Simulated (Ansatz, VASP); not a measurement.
## Pd: VASP beside Ansatz

Contents of INCAR:

```
SYSTEM = Pd
ALGO = Normal
EDIFF = 1E-6
ENCUT = 520
GGA = PE
ISIF = 2
ISMEAR = -1
ISPIN = 2
LASPH = .TRUE.
LCHARG = .FALSE.
LMAXMIX = 4
LORBIT = 11
LREAL = .FALSE.
LWAVE = .FALSE.
MAGMOM = 0.313 0.313
NBANDS = 21
NELM = 150
PREC = Accurate
SIGMA = 0.05
```

File KPOINTS:

```
k-points
0
G
  21 21 11
  0 0 0
```

File POSCAR:

```
Pd
1.0
    2.6511455869      0.0000000000      0.0000000000
   -1.3255727934      2.2959594274      0.0000000000
    0.0000000000      0.0000000000      4.4554371091
Pd
2
Direct
    0.3333333333      0.6666666667      0.2500000000
    0.6666666667      0.3333333333      0.7500000000
```

Input for Ansatz:

```yaml
crystal:
  lattice:
    - [2.6511455869, 0.0, 0.0]
    - [-1.3255727934, 2.2959594274, 0.0]
    - [0.0, 0.0, 4.4554371091]
  atoms:
    - { symbol: Pd, position: [0.3333333333, 0.6666666667, 0.25], spin: 0.313 }
    - { symbol: Pd, position: [0.6666666667, 0.3333333333, 0.75], spin: 0.313 }
hamiltonian:
  xc: pbe
  pseudopotentials:
    kind: paw
    azcp:
      Pd: "pseudopotentials/Pd.paw.azcp"
basis:
  ecutwfc: 420
  fft_grid_basis: typed
kpoints:
  mp_grid: { grid: [21, 21, 11], shift: [0, 0, 0] }
magnetization:
  spin_polarized: true
scf:
  occupations: { method: fermi_dirac, width: 0.05 }
output:
  stress: true
```

Alike in both runs: task single point; functional PBE; k mesh 21 × 21 × 11; occupations fermi-dirac, width 0.05 eV; collinear spin.

|  | VASP | Ansatz |
| --- | --- | --- |
| version | VASP 6.6.1 | Ansatz 0.2.0 |
| potentials or method | VASP PAW PBE potentials, release 64 (Pd), cutoff 520 eV | plane waves (420 eV) with PAW, scalar-relativistic |
| valence electrons in the cell | 20 | 36 |

|  | VASP | Ansatz | Ansatz less VASP |
| --- | --- | --- | --- |
| net moment per atom (μB) | 0.00 | 0.00 | -0.001 |

The functional is the same, so the differences come from potentials, cutoffs and numerics. VASP's potentials hold 20 valence electrons a cell and Ansatz's 36, so a difference there can come from the potentials and not from the codes. Ansatz's warnings: seeded moment not kept.
